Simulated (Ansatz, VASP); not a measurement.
Given: the input of a run of Ansatz 0.2.0 on CuF.

Contents of input:

```
crystal:
  lattice:
    - [2.47100655, 0.0, 0.0]
    - [0.0, 2.47100655, 0.0]
    - [0.0, 0.0, 3.41650139]
  atoms:
    - { symbol: Cu, position: [0.0, 0.0, 0.0] }
    - { symbol: F, position: [0.5, 0.5, 0.5] }
hamiltonian:
  xc: { exchange: pbesol, correlation: pbesol, exx: { coeff: 0.25 } }
  pseudopotentials: { kind: paw }
kpoints:
  mp_grid: { grid: [6, 6, 4] }
scf:
  occupations: { method: fermi_dirac, width: 0.05 }
output:
  forces: true
  stress: true
  eigenvalues: true
```

Problem. Translate it to VASP 6.6.1. Potentials there: VASP PAW PBE potentials, release 64 (Cu, F).

Solution. As run (the cutoff follows the program's own potentials):

File POSCAR:

```
CuF
1.0
    2.4710065500      0.0000000000      0.0000000000
    0.0000000000      2.4710065500      0.0000000000
    0.0000000000      0.0000000000      3.4165013900
Cu F
1 1
Direct
    0.0000000000      0.0000000000      0.0000000000
    0.5000000000      0.5000000000      0.5000000000
```

Contents of INCAR.step1:

```
ALGO = Normal ; EDIFF = 1E-5
ENCUT = 520 ; GGA = PE
ISIF = 2 ; ISMEAR = -1
LASPH = T ; LREAL = F
LWAVE = T ; NBANDS = 16
NELM = 80 ; PREC = Accurate
SIGMA = 0.05
```

File INCAR.step2:

```
AEXX = 0.25 ; ALGO = Normal
EDIFF = 1E-6 ; ENCUT = 520
GGA = PS ; ISIF = 2
ISMEAR = -1 ; ISTART = 1
LASPH = T ; LCHARG = T
LELF = T ; LHFCALC = T
LREAL = F ; LVHAR = T
LWAVE = F ; NBANDS = 16
NELM = 80 ; PREC = Accurate
PRECFOCK = Normal ; SIGMA = 0.05
```

Contents of KPOINTS:

```
k-points
0
Gamma
  6 6 4
```

Potentials or basis: VASP PAW PBE potentials, release 64 (Cu, F).

Launch:

```bash
$ cat potpaw_PBE.64/Cu/POTCAR potpaw_PBE.64/F/POTCAR > POTCAR
$ cp INCAR.step1 INCAR
$ mpirun -np 1 vasp_std > vasp.out
$ cp INCAR.step2 INCAR
$ mpirun -np 1 vasp_std > vasp.out
```

Both were run:

|  | VASP | Ansatz | Ansatz less VASP |
| --- | --- | --- | --- |
| gap on the k mesh at the Fermi level (eV) | 1.12 | 1.16 | +0.033 |
| least direct gap on the mesh (eV) | 1.92 | 1.95 | +0.027 |
| pressure (GPa) | -5.0 | -4.8 | +0.23 |
| traceless stress, the component that is largest in VASP (GPa) | -21.88 | -22.22 | -0.341 |

VASP's potentials were made for PBE, not for PBEsol-based global hybrid. The functional is the same, so the differences come from potentials, cutoffs and numerics. VASP's potentials hold 18 valence electrons a cell and Ansatz's 26, so a difference there can come from the potentials and not from the codes.

The k mesh is coarse, so the values compare programs but aren't converged.
